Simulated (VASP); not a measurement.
Wanted: the native input for a VASP 6.6.1 run.

- Task: single point
- Functional: LDA
- Potentials or basis: VASP PAW LDA potentials, release 64 (Zr_sv, P)
- Cutoff: 500 eV
- k mesh: 6 × 10 × 4
- Occupations: gaussian, width 0.1 eV
- Spin: no spin polarisation
- Dipole correction: no
- Further INCAR settings: ALGO = Normal; EDIFF = 1e-06; NBANDS = 56

The structure of ZrP2 lies in POSCAR:

```
ZrP2
1.0
    6.3793794211      0.0000000000      0.0000000000
    0.0000000000      3.4605720273      0.0000000000
    0.0000000000      0.0000000000      8.6763035182
Zr P
4 8
Direct
    0.2773248479      0.2500000000      0.1633911265
    0.2226751521      0.7500000000      0.6633911265
    0.7773248479      0.2500000000      0.3366088735
    0.7226751521      0.7500000000      0.8366088735
    0.9033889390      0.2500000000      0.6424815297
    0.5966110610      0.7500000000      0.1424815297
    0.4033889390      0.2500000000      0.8575184703
    0.0966110610      0.7500000000      0.3575184703
    0.8872449639      0.2500000000      0.0397140678
    0.6127550361      0.7500000000      0.5397140678
    0.3872449639      0.2500000000      0.4602859322
    0.1127550361      0.7500000000      0.9602859322
```

The input as run:

INCAR

```
SYSTEM = ZrP2
PREC = Accurate ; ENCUT = 500
EDIFF = 1E-6 ; ISMEAR = 0
SIGMA = 0.1 ; LREAL = .FALSE.
LASPH = .TRUE. ; NELM = 120
ALGO = Normal ; ISIF = 2
LWAVE = .FALSE. ; LCHARG = .TRUE.
LELF = .TRUE. ; LVHAR = .TRUE.
NBANDS = 56 ; GGA_COMPAT = .FALSE.
```

KPOINTS

```
regular mesh
0
G
  6 10 4
  0 0 0
```

Potentials or basis: VASP PAW LDA potentials, release 64 (Zr_sv, P).

Launch:

```sh
$ cat potpaw_LDA.64/Zr_sv/POTCAR potpaw_LDA.64/P/POTCAR > POTCAR
$ mpirun -np 1 vasp_std > vasp.out
```

Results of the run:

```json
{
  "Pressure": "0.1 GPa",
  "Largest force": "0.023 eV/Å",
  "Band gap on the k mesh": "zero (bands 44 and 45 overlap by 0.47 eV)"
}
```

It took 19 min on 1 thread of Intel Xeon 8259CL, with other jobs on the host, peak memory 0.58 GiB.
